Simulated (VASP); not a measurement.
# LiSi16 (a cell with a defect) in VASP: a series of runs

LiSi16 (a cell with a defect) is run at these levels: PBE; tasks: single point.

Everything below comes from runs of VASP 6.6.1. Logs are shortened: lines on timing, memory, paths and dates and some standing lists are left out, and cuts for length are marked.

## 1. The cell of the first run

The cell holds a defect, 17 atoms: a = 7.679 Å, b = 7.679 Å, c = 7.679 Å, α = 60.00°, β = 60.00°, γ = 60.00°.

## 2. Single point, PBE

The input, INCAR:

```
  PREC = Accurate
  ENCUT = 520
  EDIFF = 1E-6
  ISMEAR = -1
  SIGMA = 0.05
  LREAL = Auto
  LASPH = T
  NELM = 100
  ALGO = Normal
  ISIF = 2
  LWAVE = F
  LCHARG = F
  GGA = PE
  NBANDS = 48
  NELECT = 66.0
```

The input, KPOINTS:

```
Automatic mesh
0
Gamma
  2 2 2
```

The input, POSCAR:

```
LiSi16
1.0
    0.0000000000      5.4300000000      5.4300000000
    5.4300000000      0.0000000000      5.4300000000
    5.4300000000      5.4300000000      0.0000000000
Si Li
16 1
Direct
    0.0068914365     -0.0232232965      0.0081139042
    0.1205081952      0.1214755985      0.1216860958
   -0.0166713628      0.0053459484      0.5056144567
    0.1205062615      0.1214832413      0.6362287293
   -0.0005127072      0.4950642726      0.0005003683
    0.1310366483      0.6046826888      0.1320990792
   -0.0005131676      0.4950704420      0.5048651013
    0.1170855433      0.6287461326      0.6270461326
    0.5044324125      0.0054036832     -0.0155279926
    0.6350246777      0.1215467772      0.1216655617
    0.5044306630      0.0054107735      0.5055940147
    0.6156023941      0.1507911602      0.6167563536
    0.5037980663      0.4951245856      0.0004999079
    0.6260349908      0.6288038674      0.1180453039
    0.4923193370      0.5210535912      0.4932779006
    0.6260337017      0.6288110497      0.6270386740
    0.3456307551      0.9606729282      0.3468001842
```

Potentials or basis: VASP PAW PBE potentials, release 64 (Si, Li_sv).

The run is started by

```sh
$ cat potpaw_PBE.64/Si/POTCAR potpaw_PBE.64/Li_sv/POTCAR > POTCAR
$ mpirun -np 1 vasp_std > vasp.out
```

OUTCAR:

```text
PREC = Accurate
   ENCUT = 520
   EDIFF = 1E-6
   ISMEAR = -1
   LREAL = Auto
   LASPH = T
   NELM = 100
   ISIF = 2
   GGA = PE
   NELECT = 66.0

 ion  position               nearest neighbor table
   1  0.007  0.977  0.008-   6 2.33  10 2.34   4 2.34   2 2.34
   2  0.121  0.121  0.122-   1 2.34   5 2.34   9 2.41   3 2.41  17 2.49
   3  0.983  0.005  0.506-  12 2.31  17 2.33   8 2.36   2 2.41   4 2.41
   4  0.121  0.121  0.636-   1 2.34   7 2.34  11 2.41   3 2.41  17 2.49
   5  0.999  0.495  0.001-   6 2.34  14 2.34   8 2.34   2 2.34
   6  0.131  0.605  0.132-   1 2.33  13 2.34   7 2.34   5 2.34
   7  0.999  0.495  0.505-   6 2.34  16 2.34   8 2.34   4 2.34
   8  0.117  0.629  0.627-   5 2.34   7 2.34  15 2.36   3 2.36
   9  0.504  0.005  0.984-  12 2.31  17 2.33  14 2.36   2 2.41  10 2.41
  10  0.635  0.122  0.122-   1 2.34  13 2.34  11 2.41   9 2.41  17 2.49
  11  0.504  0.005  0.506-  12 2.31  17 2.33  16 2.36   4 2.41  10 2.41
  12  0.616  0.151  0.617-  11 2.31   9 2.31   3 2.31  15 2.32
  13  0.504  0.495  0.000-   6 2.34  16 2.34  14 2.34  10 2.34
  14  0.626  0.629  0.118-   5 2.34  13 2.34  15 2.36   9 2.36
  15  0.492  0.521  0.493-  12 2.32  16 2.36  14 2.36   8 2.36  17 2.76
  16  0.626  0.629  0.627-   7 2.34  13 2.34  15 2.36  11 2.36
  17  0.346  0.961  0.347-   3 2.33   9 2.33  11 2.33   2 2.49   4 2.49  10 2.49  15 2.76

  LATTYP: Found a face centered cubic cell.
 ALAT       =    10.8600000000

  Lattice vectors:

 A1 = (   0.0000000000,   5.4300000000,   5.4300000000)
 A2 = (   5.4300000000,   0.0000000000,   5.4300000000)
 A3 = (   5.4300000000,   5.4300000000,   0.0000000000)

Analysis of symmetry for initial positions (statically):
=====================================================================
 Subroutine PRICEL returns:
 Original cell was already a primitive cell.

 Routine SETGRP: Setting up the symmetry group for a
 face centered cubic supercell.

 Subroutine GETGRP returns: Found  1 space group operations
 (whereof  1 operations were pure point group operations)
 out of a pool of 48 trial point group operations.

The static configuration has the point symmetry C_1 .

Analysis of symmetry for dynamics (positions and initial velocities):
=====================================================================
 Subroutine PRICEL returns:
 Original cell was already a primitive cell.

 Routine SETGRP: Setting up the symmetry group for a
 face centered cubic supercell.

 Subroutine GETGRP returns: Found  1 space group operations
 (whereof  1 operations were pure point group operations)
 out of a pool of 48 trial point group operations.

The dynamic configuration has the point symmetry C_1 .

 Subroutine INISYM returns: Found  1 space group operations
 (whereof  1 operations are pure point group operations),
 and found     1 'primitive' translations

----------------------------------------------------------------------------------------

                                     Primitive cell

  volume of cell :     320.2060

  direct lattice vectors                    reciprocal lattice vectors
     0.000000000  5.430000000  5.430000000    -0.092081031  0.092081031  0.092081031
     5.430000000  0.000000000  5.430000000     0.092081031 -0.092081031  0.092081031
     5.430000000  5.430000000  0.000000000     0.092081031  0.092081031 -0.092081031

  length of vectors
     7.679179644  7.679179644  7.679179644     0.159489025  0.159489025  0.159489025

  position of ions in fractional coordinates (direct lattice)
     0.006891436  0.976776704  0.008113904
     0.120508195  0.121475598  0.121686096
     0.983328637  0.005345948  0.505614457
     0.120506261  0.121483241  0.636228729
     0.999487293  0.495064273  0.000500368
     0.131036648  0.604682689  0.132099079
[... 9 lines left out ...]
     0.626033702  0.628811050  0.627038674
     0.345630755  0.960672928  0.346800184

  ion indices of the primitive-cell ions
   primitive index   ion index
                 1           1
                 2           2
                 3           3
                 4           4
                 5           5
                 6           6
[... 9 lines left out ...]
                16          16
                17          17

----------------------------------------------------------------------------------------

 KPOINTS: Automatic mesh

Automatic generation of k-mesh.
 Grid dimensions read from file:
 generate k-points for:    2    2    2

 Generating k-lattice:

  Cartesian coordinates                     Fractional coordinates (reciprocal lattice)
    -0.046040516  0.046040516  0.046040516     0.500000000  0.000000000  0.000000000
     0.046040516 -0.046040516  0.046040516     0.000000000  0.500000000  0.000000000
     0.046040516  0.046040516 -0.046040516     0.000000000  0.000000000  0.500000000

  Length of vectors
     0.079744512  0.079744512  0.079744512

  Shift w.r.t. Gamma in fractional coordinates (k-lattice)
     0.000000000  0.000000000  0.000000000

 Subroutine IBZKPT returns following result:
 ===========================================

 Found      8 irreducible k-points:

 Following reciprocal coordinates:
            Coordinates               Weight
  0.000000  0.000000  0.000000      1.000000
  0.500000  0.000000  0.000000      1.000000
  0.000000  0.500000  0.000000      1.000000
  0.000000  0.000000  0.500000      1.000000
  0.500000  0.500000  0.500000      1.000000
  0.500000  0.500000  0.000000      1.000000
  0.000000  0.500000  0.500000      1.000000
  0.500000  0.000000  0.500000      1.000000
   k-points           NKPTS =      8   k-points in BZ     NKDIM =      8   number of bands    NBANDS=     48
   number of dos      NEDOS =    301   number of ions     NIONS =     17
   total plane-waves  NPLWV = 216000
   dimension x,y,z NGX =    60 NGY =   60 NGZ =   60
   dimension x,y,z NGXF=   120 NGYF=  120 NGZF=  120
   ions per type =              16   1
   NGX,Y,Z   is equivalent  to a cutoff of  12.99, 12.99, 12.99 a.u.
   NGXF,Y,Z  is equivalent  to a cutoff of  25.98, 25.98, 25.98 a.u.
 SYSTEM =  unknown system
   PREC   = accura    normal or accurate (medium, high low for compatibility)
   ISTART =      0    job   : 0-new  1-cont  2-samecut
   ICHARG =      2    charge: 1-file 2-atom 10-const
   ISPIN  =      1    spin polarized calculation?
   LNONCOLLINEAR =      F non collinear calculations
   LSORBIT =      F    spin-orbit coupling
   LASPH  =      T    aspherical Exc in radial PAW
   ENCUT  =  520.0 eV  38.22 Ry    6.18 a.u.  14.28 14.28 14.28*2*pi/ulx,y,z
   NELM   =    100;   NELMIN=  2; NELMDL= -5     # of ELM steps
   EDIFF  = 0.1E-05   stopping-criterion for ELM
   LREAL  =      T    real-space projection
   EDIFFG = 0.1E-04   stopping-criterion for IOM
   NSW    =      0    number of steps for IOM
   IBRION =     -1    ionic relax: 0-MD 1-quasi-New 2-CG
   NFREE  =      0    steps in history (QN), initial steepest desc. (CG)
   ISIF   =      2    stress and relaxation
   ISYM   =      2    0-nonsym 1-usesym 2-fastsym
   POTIM  = 0.5000    time-step for ionic-motion
   TEBEG  =    0.0;   TEEND  =   0.0 temperature during run
   PSTRESS=    0.0 pullay stress
   NELECT =      66.0000    total number of electrons
   NUPDOWN=      -1.0000    fix difference up-down
   EMIN   =  10.00;   EMAX   =-10.00  energy-range for DOS
   EFERMI =   0.00;   METHOD = LEGACY
   ISMEAR =    -1;   SIGMA  =   0.05  broadening in eV -4-tet -1-fermi 0-gaus
   EFERMI_NEDOS =   21; number of points for ismear=-14 and -15
   IALGO  =     38    algorithm
   IMIX   =      4    mixing-type and parameters
     AMIX     =   0.40;   BMIX     =  1.00
     AMIX_MAG =   1.60;   BMIX_MAG =  1.00
  volume/ion in A,a.u.               =      18.84       127.11
  Fermi-wavevector in a.u.,A,eV,Ry     =   0.967044  1.827449 12.723821  0.935174
  Thomas-Fermi vector in A             =   2.096897
   LORBIT       =      0    0 simple, 1 ext, 2 COOP (PROOUT), +10 PAW based schemes
   GGA     = PE    functional components
   LHFCALC =     F    Hartree Fock is set to
   AEXX    =    0.0000 exact exchange contribution
   IVDW    =     0    specifies the selected vdW correction
   LEPSILON=     F    determine dielectric tensor
   LRPA    =     F    only Hartree local field effects (RPA)
 non-spin polarized calculation
  energy-cutoff  :      520.00
  volume of cell :      320.21
 maximum number of plane-waves:      8646
 NGX is ok and might be reduce to    60
   NGX = 29   NGY = 29   NGZ = 29

 number of electron      66.0000000 magnetization

 Free energy of the ion-electron system (eV)
  ---------------------------------------------------
  ext. energy  EPLUGINS =         0.00000000
  ---------------------------------------------------
  free energy    TOTEN  =       -93.25260120 eV

  energy without entropy =      -93.25045742  energy(sigma->0) =      -93.25152931

 E-fermi :   6.3048     XC(G=0):  -9.4429

 val. band max:        6.0500883162   @ k =   0.0000   0.0000   0.0000
 cond. band min:       6.5198951142   @ k =   0.0000   0.0000   0.0000
 fundamental gap:      0.4698067980
 Fermi energy:         6.3047757333

 k-point     1 :       0.0000    0.0000    0.0000
  band No.  band energies     occupation
      1     -40.2920      2.00000
      2      -5.9154      2.00000
      3      -3.6689      2.00000
      4      -3.6100      2.00000
      5      -3.6100      2.00000
      6      -3.5794      2.00000
[... 37 lines left out ...]
     44       8.2944      0.00000
     45       8.2944      0.00000

 k-point     2 :       0.5000    0.0000    0.0000
  band No.  band energies     occupation
      1     -40.2920      2.00000
      2      -5.1789      2.00000
      3      -5.0751      2.00000
      4      -3.3450      2.00000
      5      -3.3202      2.00000
      6      -3.2360      2.00000
[... 280 lines left out ...]
 k-point     8 :       0.5000    0.0000    0.5000
  band No.  band energies     occupation
      1     -40.2920      2.00000
      2      -4.8949      2.00000
      3      -4.8056      2.00000
      4      -3.9292      2.00000
      5      -3.8967      2.00000
      6      -3.8937      2.00000
[... 37 lines left out ...]
     44      10.2915      0.00000
     45      10.3300      0.00000
 [bands above 45 left out]

------------------------ aborting loop because EDIFF is reached ----------------------------------------

  FORCE on cell =-STRESS in cart. coord.  units (eV):
  Direction    XX          YY          ZZ          XY          YZ          ZX
  --------------------------------------------------------------------------------------
  -------------------------------------------------------------------------------------
  Total       -0.8897697     -0.8896460     -0.8930813      0.5965566      0.5984890     -0.5989658
  in kB       -4.4520366     -4.4514177     -4.4686064      2.9849206      2.9945891     -2.9969752
  external PRESSURE =      -4.4573536 kB  Pullay stress =       0.0000000 kB

 VOLUME and BASIS-vectors are now :
 -----------------------------------------------------------------------------
  energy-cutoff  :      520.00
  volume of cell :      320.21
      direct lattice vectors                 reciprocal lattice vectors
     0.000000000  5.430000000  5.430000000    -0.092081031  0.092081031  0.092081031
     5.430000000  0.000000000  5.430000000     0.092081031 -0.092081031  0.092081031
     5.430000000  5.430000000  0.000000000     0.092081031  0.092081031 -0.092081031

 POSITION                                       TOTAL-FORCE (eV/Angst)
 -----------------------------------------------------------------------------------
      5.34796      0.08148      5.34132         0.046457     -0.046102      0.049338
      1.32037      1.31512      1.31397         0.047172     -0.017776      0.046567
      2.77451      8.08496      5.36850         0.048275     -0.047921      0.019968
      4.11438      4.10907      1.31400         0.017799     -0.046774      0.046398
      2.69092      5.42993      8.11542         0.019983      0.007278      0.020446
      4.00073      1.42883      3.99496         0.022560     -0.022762      0.021749
[... 9 lines left out ...]
      6.81926      6.80418      6.81381         0.031729     -0.045749      0.030694
      7.09958      3.75990      7.09323        -0.433332      0.433370     -0.435466
 -----------------------------------------------------------------------------------
    total drift:                               -0.004106      0.005950     -0.004714

  FREE ENERGIE OF THE ION-ELECTRON SYSTEM (eV)
  ---------------------------------------------------
  free  energy   TOTEN  =       -93.2526012034 eV

  energy  without entropy=      -93.2504574150  energy(sigma->0) =      -93.25152931
```

Run time: 2.5 min. Hardware: 1 thread of AMD EPYC 9R45 (Zen 5), shared host; peak memory 0.45 GiB.

What came out:

- Free energy: -93.2526 eV
- Largest force: 0.752 eV/Å

Forces on the atoms (eV/Å):
```
Si   0.046 -0.046  0.049
Si   0.047 -0.018  0.047
Si   0.048 -0.048  0.020
Si   0.018 -0.047  0.046
Si   0.020  0.007  0.020
Si   0.023 -0.023  0.022
Si  -0.007 -0.020  0.020
Si   0.031 -0.032  0.044
Si   0.019 -0.046  0.048
Si   0.046 -0.046  0.017
Si   0.046 -0.019  0.048
Si  -0.006  0.006 -0.004
Si   0.021 -0.021 -0.006
Si   0.045 -0.032  0.031
Si   0.003 -0.003  0.002
Si   0.032 -0.046  0.031
Li  -0.433  0.433 -0.435
```

Levels at points of the mesh, in eV from the Fermi level:
```tsv
k point	band 31	band 32	band 33	band 34	band 35	band 36
(0.00, 0.00, 0.00)	-0.30	-0.25	-0.25	0.22	0.38	0.38
(0.50, 0.00, 0.00)	-1.08	-1.02	-0.99	0.90	1.05	1.21
(0.00, 0.50, 0.00)	-1.06	-0.98	-0.98	1.01	1.03	1.03
(0.00, 0.00, 0.50)	-1.08	-1.02	-0.99	0.90	1.05	1.21
(0.50, 0.50, 0.50)	-1.08	-1.02	-0.99	0.90	1.05	1.21
(0.50, 0.50, 0.00)	-1.65	-1.57	-1.53	0.77	0.87	1.92
(0.00, 0.50, 0.50)	-1.65	-1.57	-1.53	0.77	0.87	1.92
(0.50, 0.00, 0.50)	-1.65	-1.57	-1.53	0.77	0.87	1.92
```

Caveat: the k points lie up to 0.50 Å⁻¹ apart; the cell carries a net charge on a neutralising background, which shifts energy and pressure; the cell is charged against a uniform background, so pressure and absolute levels hang on convention; the cutoff is under 1.25 times the usual one of these potentials, so pressure, stress and relaxed cells hold a basis-set (Pulay) error.

## 3. Single point, PBE

The input, INCAR:

```
ALGO = Normal
EDIFF = 1E-6
ENCUT = 520
GGA = PE
ISIF = 2
ISMEAR = -1
LASPH = True
LCHARG = False
LREAL = Auto
LWAVE = False
NBANDS = 48
NELECT = 66.0
NELM = 80
PREC = Accurate
SIGMA = 0.05
```

The input, KPOINTS:

```
k-points
0
Gamma
  2 2 2
```

The input, POSCAR:

```
LiSi16
1.0
    0.0000000000      5.4300000000      5.4300000000
    5.4300000000      0.0000000000      5.4300000000
    5.4300000000      5.4300000000      0.0000000000
Si Li
16 1
Direct
    0.0081381215     -0.0258462247      0.0088193370
    0.1191715470      0.1195417127      0.1201109576
   -0.0115100368      0.0034313996      0.5039980663
    0.1191570902      0.1195425414      0.6411034991
   -0.0022903315      0.4961595764     -0.0014704420
    0.1314789134      0.6039059853      0.1322656538
   -0.0022915285      0.4961581952      0.5075176796
    0.1199424494      0.6298251381      0.6250737569
    0.5030929098      0.0034481584     -0.0105089319
    0.6403972376      0.1195535912      0.1199744015
    0.5030795580      0.0034499079      0.5038716390
    0.6165581952      0.1481042357      0.6176114180
    0.5067298343      0.4961532228     -0.0014850829
    0.6242532228      0.6298672192      0.1207434622
    0.4927031308      0.5202012891      0.4935055249
    0.6242509208      0.6298724678      0.6250487109
    0.2778363720      1.1647627072      0.2786568140
```

Potentials or basis: VASP PAW PBE potentials, release 64 (Si, Li_sv).

The run is started by

```sh
$ cat potpaw_PBE.64/Si/POTCAR potpaw_PBE.64/Li_sv/POTCAR > POTCAR
$ mpirun -np 1 vasp_std > vasp.out
```

Run time: 2.6 min. Hardware: 1 thread of AMD EPYC 9R45 (Zen 5), shared host; peak memory 0.44 GiB.

Results (log left out):

```
Free energy   : -93.2551 eV
Largest force : 0.751 eV/Å
```

Forces on the atoms (eV/Å):
```
Si   0.008 -0.008  0.008
Si  -0.046  0.020 -0.046
Si  -0.048  0.048 -0.016
Si  -0.020  0.047 -0.046
Si  -0.033  0.045 -0.033
Si  -0.003  0.003 -0.004
Si  -0.045  0.032 -0.032
Si  -0.019  0.019  0.009
Si  -0.017  0.045 -0.048
Si  -0.046  0.046 -0.023
Si  -0.045  0.017 -0.048
Si  -0.050  0.051 -0.045
Si  -0.032  0.032 -0.043
Si   0.007  0.021 -0.021
Si  -0.023  0.023 -0.024
Si  -0.021 -0.006 -0.021
Li   0.434 -0.434  0.433
```

Levels at points of the mesh, in eV from the Fermi level:
| k point | band 30 | band 31 | band 32 | band 33 | band 34 | band 35 | band 36 | band 37 |
| --- | --- | --- | --- | --- | --- | --- | --- | --- |
| (0.00, 0.00, 0.00) | -1.34 | -0.30 | -0.26 | -0.26 | 0.22 | 0.38 | 0.38 | 0.47 |
| (0.50, 0.00, 0.00) | -1.09 | -1.08 | -1.02 | -0.99 | 0.90 | 1.05 | 1.21 | 1.24 |
| (0.00, 0.50, 0.00) | -1.06 | -1.06 | -0.98 | -0.98 | 1.01 | 1.03 | 1.03 | 1.43 |
| (0.00, 0.00, 0.50) | -1.09 | -1.08 | -1.02 | -0.99 | 0.90 | 1.05 | 1.21 | 1.24 |
| (0.50, 0.50, 0.50) | -1.09 | -1.08 | -1.02 | -0.99 | 0.90 | 1.05 | 1.21 | 1.24 |
| (0.50, 0.50, 0.00) | -1.66 | -1.65 | -1.57 | -1.53 | 0.77 | 0.87 | 1.92 | 2.02 |
| (0.00, 0.50, 0.50) | -1.66 | -1.65 | -1.57 | -1.53 | 0.77 | 0.87 | 1.92 | 2.02 |
| (0.50, 0.00, 0.50) | -1.66 | -1.65 | -1.57 | -1.53 | 0.77 | 0.87 | 1.92 | 2.02 |

Caveat: the k points lie up to 0.50 Å⁻¹ apart; the cell carries a net charge on a neutralising background, which shifts energy and pressure; the cell is charged against a uniform background, so pressure and absolute levels hang on convention; the cutoff is under 1.25 times the usual one of these potentials, so pressure, stress and relaxed cells hold a basis-set (Pulay) error.
